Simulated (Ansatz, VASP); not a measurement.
# SnCl3: VASP beside Ansatz

```
Sn Cl
1.0
     5.11476    0.00000    0.00000
     0.00000    5.11476    0.00000
     0.00000    0.00000    5.11476
Sn Cl
1 3
Direct
  0.50000 0.50000 0.50000
  0.00000 0.50000 0.50000
  0.50000 0.00000 0.50000
  0.50000 0.50000 0.00000
```

Alike in both runs: task single point; functional PBE; k mesh 10 × 10 × 10; occupations gaussian, width 0.1 eV; no spin polarisation.

|  | VASP | Ansatz |
| --- | --- | --- |
| version | VASP 6.6.1 | Ansatz 0.2.0 |
| potentials or method | VASP PAW PBE potentials, release 64 (Sn_d, Cl), cutoff 520 eV | scalar-relativistic, plane waves, PAW |
| valence electrons in the cell | 35 | 35 |

```csv
,VASP,Ansatz,Ansatz less VASP
gap on the k mesh at the Fermi level (eV),none,none,-
pressure (GPa),2.3,2.3,+0.05
```

A gap of «none» marks a metal or a gap that the smearing closes.
